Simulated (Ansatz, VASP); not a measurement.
One calculation of AlN, two programs

INCAR

```
PREC = Accurate ; ENCUT = 520
EDIFF = 1E-6 ; ISMEAR = 0
SIGMA = 0.05 ; LREAL = False
LASPH = True ; NELM = 80
ALGO = Normal ; ISIF = 2
LWAVE = False ; LCHARG = True
GGA = PE ; LELF = True
LVHAR = True ; NBANDS = 36
```

The input KPOINTS:

```
Automatic mesh
0
Gamma
  5 7 3
```

The input POSCAR:

```
AlN
1.0
    4.4031742006      0.0000000000      0.0000000000
    0.0000000000      2.2015871003     -2.2015871003
    0.0000000000      8.7260816445      8.7260816445
Al N
6 6
Direct
    0.0000000000      0.0000000000      0.1892121015
    0.5000000000      0.5000000000      0.3153619125
    0.0000000000      0.0000000000      0.4415117235
    0.5000000000      0.5000000000      0.5676615345
    0.0000000000      0.0000000000      0.6938113455
    0.5000000000      0.5000000000      0.0630622905
    0.7500000000      0.0000000000      0.3153619125
    0.2500000000      0.5000000000      0.4415117235
    0.7500000000      0.0000000000      0.5676615345
    0.2500000000      0.5000000000      0.6938113455
    0.7500000000      0.0000000000      0.0630622905
    0.2500000000      0.5000000000      0.1892121015
```

Input for Ansatz:

```yaml
crystal:
  lattice:
    - [4.4031742006, 0.0, 0.0]
    - [0.0, 2.2015871003, -2.2015871003]
    - [0.0, 8.7260816445, 8.7260816445]
  atoms:
    - { symbol: Al, position: [0.0, 0.0, 0.1892121015] }
    - { symbol: Al, position: [0.5, 0.5, 0.3153619125] }
    - { symbol: Al, position: [0.0, 0.0, 0.4415117235] }
    - { symbol: Al, position: [0.5, 0.5, 0.5676615345] }
    - { symbol: Al, position: [0.0, 0.0, 0.6938113455] }
    - { symbol: Al, position: [0.5, 0.5, 0.0630622905] }
    - { symbol: "N", position: [0.75, 0.0, 0.3153619125] }
    - { symbol: "N", position: [0.25, 0.5, 0.4415117235] }
    - { symbol: "N", position: [0.75, 0.0, 0.5676615345] }
    - { symbol: "N", position: [0.25, 0.5, 0.6938113455] }
    - { symbol: "N", position: [0.75, 0.0, 0.0630622905] }
    - { symbol: "N", position: [0.25, 0.5, 0.1892121015] }
basis:
  ecutwfc: 420
kpoints:
  mp_grid: { grid: [5, 7, 3] }
hamiltonian:
  xc: pbe
scf:
  occupations: { method: gaussian, width: 0.05 }
output:
  forces: true
  stress: true
  eigenvalues: true
```

Alike in both runs: task single point; functional PBE; k mesh 5 × 7 × 3; occupations gaussian, width 0.05 eV; no spin polarisation.

|  | VASP | Ansatz |
| --- | --- | --- |
| version | VASP 6.6.1 | Ansatz 0.2.0 |
| potentials or method | VASP PAW PBE potentials, release 64 (Al, N), cutoff 520 eV | scalar-relativistic, plane waves, PAW |
| valence electrons in the cell | 48 | 48 |

```tsv
	VASP	Ansatz	Ansatz less VASP
gap on the k mesh at the Fermi level (eV)	1.24	1.25	+0.007
least direct gap on the mesh (eV)	1.54	1.55	+0.006
pressure (GPa)	-4.4	-4.3	+0.16
traceless stress, the component that is largest in VASP (GPa)	-2.26	-2.26	+0.009
rms of the force components (eV/Å)	0.877	0.875	-0.0016
```

Atom by atom the forces differ by 0.004 eV/Å (rms over components). With one functional, cell and mesh, what is left measures potentials, basis and numerics.
